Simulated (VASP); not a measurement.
Set up this calculation in VASP 6.6.1, as the native input.

```yaml
Task: single point
Functional: LDA
Potentials_or_basis: VASP PAW LDA potentials, release 64 (Hf_pv, O)
Cutoff: 520 eV
k_mesh: 2 × 2 × 2
Occupations: fermi-dirac, width 0.36 eV
Spin: no spin polarisation
Dipole_correction: no
Further_INCAR_settings: ALGO = Normal; EDIFF = 1e-06; NBANDS = 56
```

The structure of HfO2 lies in POSCAR:

```
HfO2
1.0
    5.3371140000      0.0000000000      0.0000000000
    0.0000000000      5.3962770000      0.0000000000
   -0.9179530000      0.0000000000      5.4510800000
Hf O
4 8
Direct
    0.3026352919      0.4800161296      0.6973113585
    0.7470760117      0.9683713419      0.7888528512
    0.7540526215      0.5304583141      0.3017200261
    0.2515775153      0.0743660861      0.1533824490
    0.2981194066      0.7195887090      0.9672578645
    0.5654209701      0.2499315732      0.5843612642
    0.5354332479      0.2249699191      0.0266552683
    0.5199719982      0.6877334132      0.5420210307
    0.0273347545      0.2967230926      0.3042516345
    0.9008717217      0.7910824444      0.0994114928
    0.9803952147      0.6899571686      0.5877000521
    0.0491508175      0.1893713017      0.8570411735
```

These files were run (other wordings do the same):

INCAR

```
SYSTEM = HfO2
PREC = Accurate
ENCUT = 520
EDIFF = 1E-6
ISMEAR = -1
SIGMA = 0.36
LREAL = .FALSE.
LASPH = .TRUE.
NELM = 60
ALGO = Normal
ISIF = 2
LWAVE = .FALSE.
LCHARG = .TRUE.
GGA = CA
LELF = .TRUE.
LVHAR = .TRUE.
NBANDS = 56
```

KPOINTS

```
Automatic mesh
0
G
  2 2 2
  0 0 0
```

Potentials or basis: VASP PAW LDA potentials, release 64 (Hf_pv, O).

Run with:

```console
$ cat potpaw_LDA.64/Hf_pv/POTCAR potpaw_LDA.64/O/POTCAR > POTCAR
$ mpirun -np 1 vasp_std > vasp.out
```

Results of the run:

```
Pressure               : -10.0 GPa
Largest force          : 3.347 eV/Å
Band gap on the k mesh : 3.54 eV, indirect (least direct gap 3.64 eV)
```

Caveat: the k points lie up to 0.60 Å⁻¹ apart; spin-orbit coupling is left out, which moves the levels of the heavy elements; forces of over 1 eV/Å act on the atoms, so gaps and moduli don't describe the material at rest.

Run time: 43 s on 1 thread of Intel(R) Xeon(R) 6975P-C (Granite Rapids), on a shared host, peak memory 0.22 GiB.
